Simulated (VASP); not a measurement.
# InSb (km) (F-43m) in VASP: single point with PBEsol

Aim: the single point of InSb (km) with PBEsol.

All numbers are computed with VASP 6.6.1; they aren't measurements. Logs are shortened: lines on timing, memory, paths and dates and some standing lists are left out, and cuts for length are marked.

### Step 1. The cell of the first run

It takes space group F-43m (No. 216, cubic). The conventional cell has a = 6.520 Å, b = 6.520 Å, c = 6.520 Å, α = 90.00°, β = 90.00°, γ = 90.00°. Within 3.7 Å of In (site symmetry -43m) lie 4 Sb at 2.82 Å. Sb (site symmetry -43m) has 4 In at 2.82 Å within 3.7 Å.

### Step 2. Single point, PBEsol

INCAR reads:

```
SYSTEM = InSb
PREC = Accurate
ENCUT = 500
EDIFF = 1E-6
ISMEAR = 0
SIGMA = 0.1
LREAL = .FALSE.
LASPH = .TRUE.
NELM = 120
ALGO = Normal
ISIF = 2
LWAVE = .FALSE.
LCHARG = .FALSE.
GGA = PS
NBANDS = 16
GGA_COMPAT = .FALSE.
```

KPOINTS reads:

```
regular mesh
0
G
  4 4 4
  0 0 0
```

POSCAR reads:

```
InSb
1.0
    0.0000000000      3.2598197762      3.2598197762
    3.2598197762      0.0000000000      3.2598197762
    3.2598197762      3.2598197762      0.0000000000
In Sb
1 1
Direct
    0.0000000000      0.0000000000      0.0000000000
    0.7500000000      0.7500000000      0.7500000000
```

Potentials or basis: VASP PAW PBE potentials, release 64 (In_d, Sb).

Started as:

```console
$ cat potpaw_PBE.64/In_d/POTCAR potpaw_PBE.64/Sb/POTCAR > POTCAR
$ mpirun -np 1 vasp_std > vasp.out
```

OUTCAR:

```text
SYSTEM = InSb
   PREC = Accurate
   ENCUT = 500
   EDIFF = 1E-6
   ISMEAR = 0
   LREAL = .FALSE.
   LASPH = .TRUE.
   NELM = 120
   ISIF = 2
   GGA = PS

 ion  position               nearest neighbor table
   1  0.000  0.000  0.000-   2 2.82   2 2.82   2 2.82   2 2.82
   2  0.750  0.750  0.750-   1 2.82   1 2.82   1 2.82   1 2.82

  LATTYP: Found a face centered cubic cell.
 ALAT       =     6.5196395524

  Lattice vectors:

 A1 = (   0.0000000000,   3.2598197762,   3.2598197762)
 A2 = (   3.2598197762,   0.0000000000,   3.2598197762)
 A3 = (   3.2598197762,   3.2598197762,   0.0000000000)

Analysis of symmetry for initial positions (statically):
=====================================================================
 Subroutine PRICEL returns:
 Original cell was already a primitive cell.

 Routine SETGRP: Setting up the symmetry group for a
 face centered cubic supercell.

 Subroutine GETGRP returns: Found 24 space group operations
 (whereof 24 operations were pure point group operations)
 out of a pool of 48 trial point group operations.

The static configuration has the point symmetry T_d .

Analysis of symmetry for dynamics (positions and initial velocities):
=====================================================================
 Subroutine PRICEL returns:
 Original cell was already a primitive cell.

 Routine SETGRP: Setting up the symmetry group for a
 face centered cubic supercell.

 Subroutine GETGRP returns: Found 24 space group operations
 (whereof 24 operations were pure point group operations)
 out of a pool of 48 trial point group operations.

The dynamic configuration has the point symmetry T_d .

 Subroutine INISYM returns: Found 24 space group operations
 (whereof 24 operations are pure point group operations),
 and found     1 'primitive' translations

----------------------------------------------------------------------------------------

                                     Primitive cell

  volume of cell :      69.2805

  direct lattice vectors                    reciprocal lattice vectors
     0.000000000  3.259819776  3.259819776    -0.153382713  0.153382713  0.153382713
     3.259819776  0.000000000  3.259819776     0.153382713 -0.153382713  0.153382713
     3.259819776  3.259819776  0.000000000     0.153382713  0.153382713 -0.153382713

  length of vectors
     4.610081338  4.610081338  4.610081338     0.265666651  0.265666651  0.265666651

  position of ions in fractional coordinates (direct lattice)
     0.000000000  0.000000000  0.000000000
     0.750000000  0.750000000  0.750000000

  ion indices of the primitive-cell ions
   primitive index   ion index
                 1           1
                 2           2

----------------------------------------------------------------------------------------

 KPOINTS: regular mesh

Automatic generation of k-mesh.
 Grid dimensions read from file:
 generate k-points for:    4    4    4

 Generating k-lattice:

  Cartesian coordinates                     Fractional coordinates (reciprocal lattice)
    -0.038345678  0.038345678  0.038345678     0.250000000  0.000000000  0.000000000
     0.038345678 -0.038345678  0.038345678     0.000000000  0.250000000  0.000000000
     0.038345678  0.038345678 -0.038345678     0.000000000  0.000000000  0.250000000

  Length of vectors
     0.066416663  0.066416663  0.066416663

  Shift w.r.t. Gamma in fractional coordinates (k-lattice)
     0.000000000  0.000000000  0.000000000

 Subroutine IBZKPT returns following result:
 ===========================================

 Found      8 irreducible k-points:

 Following reciprocal coordinates:
            Coordinates               Weight
  0.000000  0.000000  0.000000      1.000000
  0.250000  0.000000  0.000000      8.000000
  0.500000  0.000000  0.000000      4.000000
  0.250000  0.250000  0.000000      6.000000
  0.500000  0.250000  0.000000     24.000000
 -0.250000  0.250000  0.000000     12.000000
  0.500000  0.500000  0.000000      3.000000
 -0.250000  0.500000  0.250000      6.000000
   k-points           NKPTS =      8   k-points in BZ     NKDIM =      8   number of bands    NBANDS=     16
   number of dos      NEDOS =    301   number of ions     NIONS =      2
   total plane-waves  NPLWV =  46656
   dimension x,y,z NGX =    36 NGY =   36 NGZ =   36
   dimension x,y,z NGXF=    72 NGYF=   72 NGZF=   72
   ions per type =               1   1
   NGX,Y,Z   is equivalent  to a cutoff of  12.98, 12.98, 12.98 a.u.
   NGXF,Y,Z  is equivalent  to a cutoff of  25.96, 25.96, 25.96 a.u.
 SYSTEM =  InSb
   PREC   = accura    normal or accurate (medium, high low for compatibility)
   ISTART =      0    job   : 0-new  1-cont  2-samecut
   ICHARG =      2    charge: 1-file 2-atom 10-const
   ISPIN  =      1    spin polarized calculation?
   LNONCOLLINEAR =      F non collinear calculations
   LSORBIT =      F    spin-orbit coupling
   LASPH  =      T    aspherical Exc in radial PAW
   ENCUT  =  500.0 eV  36.75 Ry    6.06 a.u.   8.41  8.41  8.41*2*pi/ulx,y,z
   NELM   =    120;   NELMIN=  2; NELMDL= -5     # of ELM steps
   EDIFF  = 0.1E-05   stopping-criterion for ELM
   LREAL  =      F    real-space projection
   EDIFFG = 0.1E-04   stopping-criterion for IOM
   NSW    =      0    number of steps for IOM
   IBRION =     -1    ionic relax: 0-MD 1-quasi-New 2-CG
   NFREE  =      0    steps in history (QN), initial steepest desc. (CG)
   ISIF   =      2    stress and relaxation
   ISYM   =      2    0-nonsym 1-usesym 2-fastsym
   POTIM  = 0.5000    time-step for ionic-motion
   TEBEG  =    0.0;   TEEND  =   0.0 temperature during run
   PSTRESS=    0.0 pullay stress
   NELECT =      18.0000    total number of electrons
   NUPDOWN=      -1.0000    fix difference up-down
   EMIN   =  10.00;   EMAX   =-10.00  energy-range for DOS
   EFERMI =   0.00;   METHOD = LEGACY
   ISMEAR =     0;   SIGMA  =   0.10  broadening in eV -4-tet -1-fermi 0-gaus
   EFERMI_NEDOS =   21; number of points for ismear=-14 and -15
   IALGO  =     38    algorithm
   IMIX   =      4    mixing-type and parameters
     AMIX     =   0.40;   BMIX     =  1.00
     AMIX_MAG =   1.60;   BMIX_MAG =  1.00
  volume/ion in A,a.u.               =      34.64       233.76
  Fermi-wavevector in a.u.,A,eV,Ry     =   1.044629  1.974063 14.847354  1.091250
  Thomas-Fermi vector in A             =   2.179390
   LORBIT       =      0    0 simple, 1 ext, 2 COOP (PROOUT), +10 PAW based schemes
   GGA     = PS    functional components
   LHFCALC =     F    Hartree Fock is set to
   AEXX    =    0.0000 exact exchange contribution
   IVDW    =     0    specifies the selected vdW correction
   LEPSILON=     F    determine dielectric tensor
   LRPA    =     F    only Hartree local field effects (RPA)
 non-spin polarized calculation
 Gauss-broadening in eV      SIGMA  =   0.10
  energy-cutoff  :      500.00
  volume of cell :       69.28
 maximum number of plane-waves:      1807
 NGX is ok and might be reduce to    36
   NGX = 17   NGY = 17   NGZ = 17

 number of electron      17.9999994 magnetization

 Free energy of the ion-electron system (eV)
  ---------------------------------------------------
  ext. energy  EPLUGINS =         0.00000000
  ---------------------------------------------------
  free energy    TOTEN  =        -7.54982193 eV

  energy without entropy =       -7.54741158  energy(sigma->0) =       -7.54861675

 E-fermi :   4.8356     XC(G=0):  -8.7669

 val. band max:        4.8051326445   @ k =   0.0000   0.0000   0.0000
 cond. band min:       5.2302595157   @ k =   0.5000   0.0000   0.0000
 fundamental gap:      0.4251268713
 Fermi energy:         4.8355895719

 k-point     1 :       0.0000    0.0000    0.0000
  band No.  band energies     occupation
      1      -9.7256      2.00000
      2      -9.7256      2.00000
      3      -9.7256      2.00000
      4      -9.6457      2.00000
      5      -9.6457      2.00000
      6      -5.8261      2.00000
[... 8 lines left out ...]
     15      13.0314      0.00000
     16      13.0314      0.00000

 k-point     2 :       0.2500    0.0000    0.0000
  band No.  band energies     occupation
      1      -9.7482      2.00000
      2      -9.7157      2.00000
      3      -9.7157      2.00000
      4      -9.6458      2.00000
      5      -9.6458      2.00000
      6      -5.2989      2.00000
[... 8 lines left out ...]
     15      12.0189      0.00000
     16      12.0189      0.00000

 k-point     3 :       0.5000    0.0000    0.0000
  band No.  band energies     occupation
      1      -9.7702      2.00000
      2      -9.7078      2.00000
      3      -9.7078      2.00000
      4      -9.6439      2.00000
      5      -9.6439      2.00000
      6      -4.4934      2.00000
[... 8 lines left out ...]
     15      13.8860      0.00000
     16      13.8860      0.00000

 k-point     4 :       0.2500    0.2500    0.0000
  band No.  band energies     occupation
      1      -9.7655      2.00000
      2      -9.7050      2.00000
      3      -9.7050      2.00000
      4      -9.6539      2.00000
      5      -9.6413      2.00000
      6      -5.1137      2.00000
[... 8 lines left out ...]
     15      13.4200      0.00000
     16      13.6558      0.00000

 k-point     5 :       0.5000    0.2500    0.0000
  band No.  band energies     occupation
      1      -9.7833      2.00000
      2      -9.6984      2.00000
      3      -9.6951      2.00000
      4      -9.6541      2.00000
      5      -9.6413      2.00000
      6      -4.2551      2.00000
[... 8 lines left out ...]
     15      14.1305      0.00000
     16      14.3801      0.00000

 k-point     6 :      -0.2500    0.2500    0.0000
  band No.  band energies     occupation
      1      -9.7708      2.00000
      2      -9.7042      2.00000
      3      -9.7041      2.00000
      4      -9.6475      2.00000
      5      -9.6459      2.00000
      6      -4.5732      2.00000
[... 8 lines left out ...]
     15      12.8593      0.00000
     16      14.5200      0.00000

 k-point     7 :       0.5000    0.5000    0.0000
  band No.  band energies     occupation
      1      -9.8015      2.00000
      2      -9.6838      2.00000
      3      -9.6838      2.00000
      4      -9.6641      2.00000
      5      -9.6369      2.00000
      6      -3.8988      2.00000
[... 8 lines left out ...]
     15      14.9846      0.00000
     16      15.1323      0.00000

 k-point     8 :      -0.2500    0.5000    0.2500
  band No.  band energies     occupation
      1      -9.7890      2.00000
      2      -9.6984      2.00000
      3      -9.6864      2.00000
      4      -9.6545      2.00000
      5      -9.6434      2.00000
      6      -3.8635      2.00000
[... 8 lines left out ...]
     15      14.4699      0.00000
     16      15.1285      0.00000

------------------------ aborting loop because EDIFF is reached ----------------------------------------

  FORCE on cell =-STRESS in cart. coord.  units (eV):
  Direction    XX          YY          ZZ          XY          YZ          ZX
  --------------------------------------------------------------------------------------
  -------------------------------------------------------------------------------------
  Total        0.2215815      0.2215815      0.2215815     -0.0000000      0.0000000     -0.0000000
  in kB        5.1242848      5.1242848      5.1242848     -0.0000000      0.0000000     -0.0000000
  external PRESSURE =       5.1242848 kB  Pullay stress =       0.0000000 kB

 VOLUME and BASIS-vectors are now :
 -----------------------------------------------------------------------------
  energy-cutoff  :      500.00
  volume of cell :       69.28
      direct lattice vectors                 reciprocal lattice vectors
     0.000000000  3.259819776  3.259819776    -0.153382713  0.153382713  0.153382713
     3.259819776  0.000000000  3.259819776     0.153382713 -0.153382713  0.153382713
     3.259819776  3.259819776  0.000000000     0.153382713  0.153382713 -0.153382713

 POSITION                                       TOTAL-FORCE (eV/Angst)
 -----------------------------------------------------------------------------------
      0.00000      0.00000      0.00000        -0.000000     -0.000000     -0.000000
      4.88973      4.88973      4.88973         0.000000      0.000000      0.000000
 -----------------------------------------------------------------------------------
    total drift:                               -0.000000     -0.000000     -0.000000

  FREE ENERGIE OF THE ION-ELECTRON SYSTEM (eV)
  ---------------------------------------------------
  free  energy   TOTEN  =        -7.5498219270 eV

  energy  without entropy=       -7.5474115775  energy(sigma->0) =       -7.54861675
```

Run time: 13 s. Hardware: 1 thread of Intel Xeon 6975P-C, shared host; peak memory 0.2 GiB.

What came out:

- Free energy: -7.5498 eV
- Pressure: 0.5 GPa
- Band gap on the k mesh: zero (filled and empty bands touch)

Levels at points of the mesh, in eV from the Fermi level:
| k point | band 6 | band 7 | band 8 | band 9 | band 10 | band 11 | band 12 | band 13 |
| --- | --- | --- | --- | --- | --- | --- | --- | --- |
| (0.00, 0.00, 0.00) | -10.66 | -0.41 | -0.03 | -0.03 | -0.03 | 2.88 | 2.88 | 2.88 |
| (0.50, 0.00, 0.00) | -9.33 | -5.62 | -1.02 | -1.02 | 0.39 | 3.72 | 3.72 | 5.92 |
| (0.50, 0.50, 0.00) | -8.73 | -5.92 | -2.26 | -2.26 | 1.23 | 1.24 | 7.97 | 7.97 |

Caveat: the k points lie up to 0.42 Å⁻¹ apart; the PAW data sets were made with another functional, which shifts forces and pressure a little; spin-orbit coupling is left out, which moves the levels of the heavy elements.
